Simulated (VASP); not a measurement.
# Co in VASP: further runs

Runs on Co. Level: LDA. Tasks: single point.

Program: VASP 6.6.1. These are calculated values, not measurements. Logs are shortened: lines on timing, memory, paths and dates and some standing lists are left out, and cuts for length are marked.

## Step 1: The cell of the first run

The cell holds a slab with vacuum, 5 atoms: a = 2.428 Å, b = 2.428 Å, c = 20.761 Å, α = 90.00°, β = 90.00°, γ = 120.00°.

## Step 2: Single point, LDA, collinear spin, ferromagnetic start

File INCAR:

```
  PREC = Accurate
  ENCUT = 520
  EDIFF = 1E-6
  ISMEAR = -1
  SIGMA = 0.1
  LREAL = False
  LASPH = True
  NELM = 150
  ALGO = Normal
  ISIF = 2
  LWAVE = False
  LCHARG = False
  ISPIN = 2
  MAGMOM = 1.7 1.7 1.7 1.7 1.7
  LORBIT = 11
  LMAXMIX = 4
  LDIPOL = True
  IDIPOL = 3
  DIPOL = 0.5 0.5 0.500
  NBANDS = 34
```

File KPOINTS:

```
Automatic mesh
0
Gamma
  19 19 1
```

File POSCAR:

```
Co
1.0
    2.4281254785      0.0000000000      0.0000000000
   -1.2140627392      2.1028183479      0.0000000000
    0.0000000000      0.0000000000     20.7609000000
Co
5
Direct
    0.0000000000      0.0000000000      0.3130895453
    0.3333333333      0.6666666667      0.4051002971
    0.0000000000      0.0000000000      0.5000000272
    0.3333333333      0.6666666667      0.5948997275
    0.0000000000      0.0000000000      0.6869104547
```

Potentials or basis: VASP PAW LDA potentials, release 64 (Co).

Launch:

```bash
cat potpaw_LDA.64/Co/POTCAR > POTCAR
mpirun -np 1 vasp_std > vasp.out
```

OUTCAR:

```text
PREC = Accurate
   ENCUT = 520
   EDIFF = 1E-6
   ISMEAR = -1
   LREAL = False
   LASPH = True
   NELM = 150
   ISIF = 2
   ISPIN = 2
   LORBIT = 11

 ion  position               nearest neighbor table
   1  0.000  0.000  0.313-   2 2.37   2 2.37   2 2.37
   2  0.333  0.667  0.405-   1 2.37   1 2.37   1 2.37   3 2.42   3 2.42   3 2.42
   3  0.000  0.000  0.500-   4 2.42   4 2.42   4 2.42   2 2.42   2 2.42   2 2.42
   4  0.333  0.667  0.595-   5 2.37   5 2.37   5 2.37   3 2.42   3 2.42   3 2.42
   5  0.000  0.000  0.687-   4 2.37   4 2.37   4 2.37

  LATTYP: Found a hexagonal cell.
 ALAT       =     2.4281254785
 C/A-ratio  =     8.5501759212

  Lattice vectors:

 A1 = (   2.4281254785,   0.0000000000,   0.0000000000)
 A2 = (  -1.2140627392,   2.1028183479,   0.0000000000)
 A3 = (   0.0000000000,   0.0000000000,  20.7609000000)

Analysis of symmetry for initial positions (statically):
=====================================================================
 Subroutine PRICEL returns:
 Original cell was already a primitive cell.

 Routine SETGRP: Setting up the symmetry group for a
 hexagonal supercell.

 Subroutine GETGRP returns: Found 12 space group operations
 (whereof 12 operations were pure point group operations)
 out of a pool of 24 trial point group operations.

The static configuration has the point symmetry D_3h.

Analysis of symmetry for dynamics (positions and initial velocities):
=====================================================================
 Subroutine PRICEL returns:
 Original cell was already a primitive cell.

 Routine SETGRP: Setting up the symmetry group for a
 hexagonal supercell.

 Subroutine GETGRP returns: Found 12 space group operations
 (whereof 12 operations were pure point group operations)
 out of a pool of 24 trial point group operations.

The dynamic configuration has the point symmetry D_3h.

Analysis of structural, dynamic, and magnetic symmetry:
=====================================================================
 Subroutine PRICEL returns:
 Original cell was already a primitive cell.

 Routine SETGRP: Setting up the symmetry group for a
 hexagonal supercell.

 Subroutine GETGRP returns: Found 12 space group operations
 (whereof 12 operations were pure point group operations)
 out of a pool of 24 trial point group operations.

The overall configuration has the point symmetry D_3h.

 Subroutine INISYM returns: Found 12 space group operations
 (whereof 12 operations are pure point group operations),
 and found     1 'primitive' translations

----------------------------------------------------------------------------------------

                                     Primitive cell

  volume of cell :     106.0032

  direct lattice vectors                    reciprocal lattice vectors
     2.428125479  0.000000000  0.000000000     0.411840331  0.237776126  0.000000000
    -1.214062739  2.102818348  0.000000000     0.000000000  0.475552252  0.000000000
     0.000000000  0.000000000 20.760900000     0.000000000  0.000000000  0.048167469

  length of vectors
     2.428125479  2.428125478 20.760900000     0.475552252  0.475552252  0.048167469

  position of ions in fractional coordinates (direct lattice)
     0.000000000  0.000000000  0.313089545
     0.333333333  0.666666667  0.405100297
     0.000000000  0.000000000  0.500000027
     0.333333333  0.666666667  0.594899727
     0.000000000  0.000000000  0.686910455

  ion indices of the primitive-cell ions
   primitive index   ion index
                 1           1
                 2           2
                 3           3
                 4           4
                 5           5

----------------------------------------------------------------------------------------

 KPOINTS: Automatic mesh

Automatic generation of k-mesh.
[... 25 lines left out ...]
  0.105263  0.000000  0.000000      6.000000
  0.157895  0.000000  0.000000      6.000000
  0.210526  0.000000  0.000000      6.000000
  0.263158  0.000000  0.000000      6.000000
[... 16 lines left out ...]
  0.263158  0.105263  0.000000     12.000000
  0.315789  0.105263  0.000000     12.000000
 [... further k-points ...]
   k-points           NKPTS =     40   k-points in BZ     NKDIM =     40   number of bands    NBANDS=     34
   number of dos      NEDOS =    301   number of ions     NIONS =      5
   total plane-waves  NPLWV =  51840
   dimension x,y,z NGX =    18 NGY =   18 NGZ =  160
   dimension x,y,z NGXF=    36 NGYF=   36 NGZF=  320
   ions per type =               5
   NGX,Y,Z   is equivalent  to a cutoff of  12.32, 12.32, 12.81 a.u.
   NGXF,Y,Z  is equivalent  to a cutoff of  24.65, 24.65, 25.62 a.u.
 SYSTEM =  unknown system
   PREC   = accura    normal or accurate (medium, high low for compatibility)
   ISTART =      0    job   : 0-new  1-cont  2-samecut
   ICHARG =      2    charge: 1-file 2-atom 10-const
   ISPIN  =      2    spin polarized calculation?
   LNONCOLLINEAR =      F non collinear calculations
   LSORBIT =      F    spin-orbit coupling
   LASPH  =      T    aspherical Exc in radial PAW
   ENCUT  =  520.0 eV  38.22 Ry    6.18 a.u.   4.51  4.51 38.60*2*pi/ulx,y,z
   NELM   =    150;   NELMIN=  2; NELMDL= -5     # of ELM steps
   EDIFF  = 0.1E-05   stopping-criterion for ELM
   LREAL  =      F    real-space projection
   EDIFFG = 0.1E-04   stopping-criterion for IOM
   NSW    =      0    number of steps for IOM
   IBRION =     -1    ionic relax: 0-MD 1-quasi-New 2-CG
   NFREE  =      0    steps in history (QN), initial steepest desc. (CG)
   ISIF   =      2    stress and relaxation
   ISYM   =      2    0-nonsym 1-usesym 2-fastsym
   POTIM  = 0.5000    time-step for ionic-motion
   TEBEG  =    0.0;   TEEND  =   0.0 temperature during run
   PSTRESS=    0.0 pullay stress
   NELECT =      45.0000    total number of electrons
   NUPDOWN=      -1.0000    fix difference up-down
   EMIN   =  10.00;   EMAX   =-10.00  energy-range for DOS
   EFERMI =   0.00;   METHOD = LEGACY
   ISMEAR =    -1;   SIGMA  =   0.10  broadening in eV -4-tet -1-fermi 0-gaus
   EFERMI_NEDOS =   21; number of points for ismear=-14 and -15
   IALGO  =     38    algorithm
   IMIX   =      4    mixing-type and parameters
     AMIX     =   0.40;   BMIX     =  1.00
     AMIX_MAG =   1.60;   BMIX_MAG =  1.00
  volume/ion in A,a.u.               =      21.20       143.07
  Fermi-wavevector in a.u.,A,eV,Ry     =   1.230380  2.325081 20.596980  1.513835
  Thomas-Fermi vector in A             =   2.365231
   LORBIT       =     11    0 simple, 1 ext, 2 COOP (PROOUT), +10 PAW based schemes
   GGA     = CA    functional components
   LHFCALC =     F    Hartree Fock is set to
   AEXX    =    0.0000 exact exchange contribution
   IVDW    =     0    specifies the selected vdW correction
   LEPSILON=     F    determine dielectric tensor
   LRPA    =     F    only Hartree local field effects (RPA)
 spin polarized calculation
  energy-cutoff  :      520.00
  volume of cell :      106.00
 maximum number of plane-waves:      2904
 NGX is ok and might be reduce to    18
   NGX =  9   NGY =  9   NGZ = 77

 number of electron      44.9999981 magnetization       7.5896045

 dipolmoment           0.000000      0.000000     -0.000004 electrons x Angstroem

 Free energy of the ion-electron system (eV)
  ---------------------------------------------------
  ext. energy  EPLUGINS =         0.00000000
  ---------------------------------------------------
  free energy    TOTEN  =       -38.94243757 eV

  energy without entropy =      -38.75828218  energy(sigma->0) =      -38.85035988

 E-fermi :   2.4899     XC(G=0):  -7.7042

 val. band max:        2.4895137508   @ k =   0.1579   0.0000   0.0000
 cond. band min:       2.5016323363   @ k =   0.4211   0.1053   0.0000
 fundamental gap:      0.0121185854
 Fermi energy:         2.4899045139

 spin component 1

 k-point     1 :       0.0000    0.0000    0.0000
  band No.  band energies     occupation
      1      -6.5791      1.00000
      2      -5.6369      1.00000
      3      -4.2147      1.00000
      4      -3.2085      1.00000
      5      -2.9716      1.00000
      6      -0.3307      1.00000
[... 877 lines left out ...]
     33      12.2841      0.00000
     34      12.3420      0.00000

 [... further k-points ...]

 spin component 2

 k-point     1 :       0.0000    0.0000    0.0000
  band No.  band energies     occupation
      1      -6.3900      1.00000
      2      -5.4270      1.00000
      3      -3.9374      1.00000
      4      -2.6435      1.00000
      5      -2.1692      1.00000
      6       0.8736      1.00000
[... 877 lines left out ...]
     33      12.5945      0.00000
     34      12.8855      0.00000

 [... further k-points ...]

------------------------ aborting loop because EDIFF is reached ----------------------------------------

 vacuum level on the upper side and lower side of the slab       (xc-potential included)        -0.216        -0.216

  FORCE on cell =-STRESS in cart. coord.  units (eV):
  Direction    XX          YY          ZZ          XY          YZ          ZX
  --------------------------------------------------------------------------------------
  -------------------------------------------------------------------------------------
  Total       -2.1497013     -2.1497013     -0.3908402     -0.0000000      0.0000000      0.0000000
  in kB      -32.4914908    -32.4914908     -5.9073237     -0.0000000      0.0000000      0.0000000
  external PRESSURE =     -23.6301018 kB  Pullay stress =       0.0000000 kB

 VOLUME and BASIS-vectors are now :
 -----------------------------------------------------------------------------
  energy-cutoff  :      520.00
  volume of cell :      106.00
      direct lattice vectors                 reciprocal lattice vectors
     2.428125479  0.000000000  0.000000000     0.411840331  0.237776126  0.000000000
    -1.214062739  2.102818348  0.000000000     0.000000000  0.475552252  0.000000000
     0.000000000  0.000000000 20.760900000     0.000000000  0.000000000  0.048167469

 POSITION                                       TOTAL-FORCE (eV/Angst)
 -----------------------------------------------------------------------------------
      0.00000      0.00000      6.50002        -0.000000      0.000000      0.049194
     -0.00000      1.40188      8.41025         0.000000     -0.000000      0.001007
      0.00000      0.00000     10.38045        -0.000000      0.000000      0.000000
     -0.00000      1.40188     12.35065         0.000000      0.000000     -0.001007
      0.00000      0.00000     14.26088         0.000000     -0.000000     -0.049194
 -----------------------------------------------------------------------------------
    total drift:                               -0.000000      0.000000     -0.000639

  FREE ENERGIE OF THE ION-ELECTRON SYSTEM (eV)
  ---------------------------------------------------
  free  energy   TOTEN  =       -38.9424375738 eV

  energy  without entropy=      -38.7582821819  energy(sigma->0) =      -38.85035988

 vacuum level on the upper side and lower side of the slab         7.707         7.707

 total charge

# of ion       s       p       d       tot
------------------------------------------
    1        0.514   0.460   7.303   8.277
    2        0.524   0.597   7.346   8.467
    3        0.521   0.582   7.342   8.444
    4        0.524   0.597   7.346   8.467
    5        0.514   0.460   7.303   8.277
--------------------------------------------------
tot          2.598   2.696  36.639  41.933

 magnetization (x)

# of ion       s       p       d       tot
------------------------------------------
    1       -0.009  -0.024   1.606   1.573
    2       -0.014  -0.039   1.543   1.491
    3       -0.012  -0.038   1.462   1.412
    4       -0.014  -0.039   1.543   1.491
    5       -0.009  -0.024   1.606   1.573
--------------------------------------------------
tot         -0.058  -0.163   7.762   7.540
```

It took 11 min on 1 thread of AMD EPYC 7R13 (Zen 3), shared host; peak memory 0.29 GiB.

Results:

```yaml
Free_energy: -38.9424 eV
Largest_force: 0.049 eV/Å
Net_moment: 7.59 μB per cell
Site_moments: Co +1.57, +1.49, +1.41 (each value once) μB
Valence_electrons_inside_the_program's_atomic_spheres: Co 8.28, 8.47, 8.44 (each value once)
```

Forces on the atoms (eV/Å):
```
Co   0.000  0.000  0.049
Co   0.000  0.000  0.001
Co   0.000  0.000  0.000
Co   0.000  0.000 -0.001
Co   0.000  0.000 -0.049
```

## Step 3: Single point, LDA, collinear spin, ferromagnetic start

File INCAR:

```
SYSTEM = Co
PREC = Accurate
ENCUT = 520
EDIFF = 1E-6
ISMEAR = -1
SIGMA = 0.1
LREAL = .FALSE.
LASPH = .TRUE.
NELM = 150
ALGO = Normal
ISIF = 2
LWAVE = .FALSE.
LCHARG = .FALSE.
ISPIN = 2
MAGMOM = 1.7 1.7 1.7 1.7 1.7
LORBIT = 11
LMAXMIX = 4
LDIPOL = .TRUE.
IDIPOL = 3
DIPOL = 0.5 0.5 0.500
NBANDS = 34
```

File KPOINTS:

```
Automatic mesh
0
G
  19 19 1
  0 0 0
```

POSCAR is that of step 2.

Potentials or basis: VASP PAW LDA potentials, release 64 (Co).

Launch:

```bash
cat potpaw_LDA.64/Co/POTCAR > POTCAR
mpirun -np 1 vasp_std > vasp.out
```

OUTCAR:

```text
SYSTEM = Co
   PREC = Accurate
   ENCUT = 520
   EDIFF = 1E-6
   ISMEAR = -1
   LREAL = .FALSE.
   LASPH = .TRUE.
   NELM = 150
   ISIF = 2
   ISPIN = 2
   LORBIT = 11

 ion  position               nearest neighbor table
   1  0.000  0.000  0.313-   2 2.37   2 2.37   2 2.37
   2  0.333  0.667  0.405-   1 2.37   1 2.37   1 2.37   3 2.42   3 2.42   3 2.42
   3  0.000  0.000  0.500-   4 2.42   4 2.42   4 2.42   2 2.42   2 2.42   2 2.42
   4  0.333  0.667  0.595-   5 2.37   5 2.37   5 2.37   3 2.42   3 2.42   3 2.42
   5  0.000  0.000  0.687-   4 2.37   4 2.37   4 2.37

  LATTYP: Found a hexagonal cell.
 ALAT       =     2.4281254785
 C/A-ratio  =     8.5501759212

  Lattice vectors:

 A1 = (   2.4281254785,   0.0000000000,   0.0000000000)
 A2 = (  -1.2140627392,   2.1028183479,   0.0000000000)
[... 2012 lines left out ...]
      0.00000      0.00000      6.50002        -0.000000      0.000000      0.049194
     -0.00000      1.40188      8.41025         0.000000     -0.000000      0.001007
      0.00000      0.00000     10.38045        -0.000000      0.000000      0.000000
     -0.00000      1.40188     12.35065         0.000000      0.000000     -0.001007
      0.00000      0.00000     14.26088         0.000000     -0.000000     -0.049194
 -----------------------------------------------------------------------------------
    total drift:                               -0.000000      0.000000     -0.000639

  FREE ENERGIE OF THE ION-ELECTRON SYSTEM (eV)
  ---------------------------------------------------
  free  energy   TOTEN  =       -38.9424375738 eV

  energy  without entropy=      -38.7582821819  energy(sigma->0) =      -38.85035988

 vacuum level on the upper side and lower side of the slab         7.707         7.707

 total charge

# of ion       s       p       d       tot
------------------------------------------
    1        0.514   0.460   7.303   8.277
    2        0.524   0.597   7.346   8.467
    3        0.521   0.582   7.342   8.444
    4        0.524   0.597   7.346   8.467
    5        0.514   0.460   7.303   8.277
--------------------------------------------------
tot          2.598   2.696  36.639  41.933

 magnetization (x)

# of ion       s       p       d       tot
------------------------------------------
    1       -0.009  -0.024   1.606   1.573
    2       -0.014  -0.039   1.543   1.491
    3       -0.012  -0.038   1.462   1.412
    4       -0.014  -0.039   1.543   1.491
    5       -0.009  -0.024   1.606   1.573
--------------------------------------------------
tot         -0.058  -0.163   7.762   7.540
```

OSZICAR:

```text
N       E                     dE             d eps       ncg     rms          rms(c)
DAV:   1     0.342636257976E+03    0.34264E+03   -0.20101E+04  5440   0.152E+03
DAV:   2    -0.189684038008E+02   -0.36160E+03   -0.33962E+03  5446   0.324E+02
DAV:   3    -0.442757422545E+02   -0.25307E+02   -0.23507E+02  5726   0.124E+02
[... 27 lines left out ...]
DAV:  31    -0.389424292241E+02   -0.40262E-05   -0.26463E-07  3628   0.559E-03    0.781E-03
DAV:  32    -0.389424317447E+02   -0.25206E-05   -0.15463E-07  3592   0.388E-03    0.567E-03
DAV:  33    -0.389424347350E+02   -0.29903E-05   -0.12038E-07  3570   0.401E-03    0.391E-03
DAV:  34    -0.389424369430E+02   -0.22080E-05   -0.17935E-07  3612   0.395E-03    0.186E-03
DAV:  35    -0.389424375738E+02   -0.63086E-06   -0.69004E-08  3604   0.219E-03
   1 F= -.38942438E+02 E0= -.38850360E+02  d E =-.184155E+00  mag=     7.5896
```

stdout:

```text
POSCAR found type information on POSCAR Co
 POSCAR found :  1 types and       5 ions
 scaLAPACK will be used
 LDA part: xc-table for (Slater(with rela. corr.)+CA(PZ))
 , standard interpolation
 POSCAR, INCAR and KPOINTS ok, starting setup
 FFT: planning ... GRIDC
 FFT: planning ... GRID_SOFT
 FFT: planning ... GRID
 WAVECAR not read
 entering main loop
```

It took 11 min on 1 thread of AMD EPYC 7R13 (Zen 3), shared host; peak memory 0.29 GiB.

What came out:

- Free energy: -38.9424 eV
- Largest force: 0.049 eV/Å
- Net moment: 7.59 μB per cell
- Site moments: Co +1.57, +1.49, +1.41 (each value once) μB
- Valence electrons inside the program's atomic spheres: Co 8.28, 8.47, 8.44 (each value once)

Forces in eV/Å, atoms in the order of the input:
```
Co   0.000  0.000  0.049
Co   0.000  0.000  0.001
Co   0.000  0.000  0.000
Co   0.000  0.000 -0.001
Co   0.000  0.000 -0.049
```
